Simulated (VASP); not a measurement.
Si8O17 (a cell with a defect), 25 atoms in the cell. The cell holds a defect, 25 atoms: a = 6.851 Å, b = 7.376 Å, c = 6.709 Å, α = 90.00°, β = 78.08°, γ = 90.00°. 

* Program: VASP 6.6.1
* Task: single point
* Functional: PBE
* Potentials or basis: VASP PAW PBE potentials, release 64 (Si, O)
* Cutoff: 520 eV
* k mesh: 1 × 1 × 2
* Occupations: fermi-dirac, width 0.05 eV
* Spin: collinear spin
* Starting moments: [0.0, 0.0, 0.0, 0.0, 0.0, 0.0, 0.0, 0.0, 0.0, 0.0, 0.0, 0.0, 0.0, 0.0, 0.0, 0.0, 0.0, 0.0, 0.0, 0.0, 0.0, 0.0, 0.0, 0.0, 1.0] μB
* Dipole correction: no
* Further INCAR settings: LREAL = Auto; ALGO = Normal; EDIFF = 1e-06; NBANDS = 89

Potentials or basis: VASP PAW PBE potentials, release 64 (Si, O).

Command:

```console
$ cat potpaw_PBE.64/Si/POTCAR potpaw_PBE.64/O/POTCAR > POTCAR
$ mpirun -np 1 vasp_std > vasp.out
```

Hardware: 1 thread of AMD EPYC 9R45 96-Core Processor (Zen 5), with other jobs on the host.

Q: How long does it take, and how much memory?

A: Run time: 3.5 min on 1 thread of AMD EPYC 9R45 96-Core Processor (Zen 5), on a shared host, peak memory 0.48 GiB. Counts: scf iterations 25, k points 2.
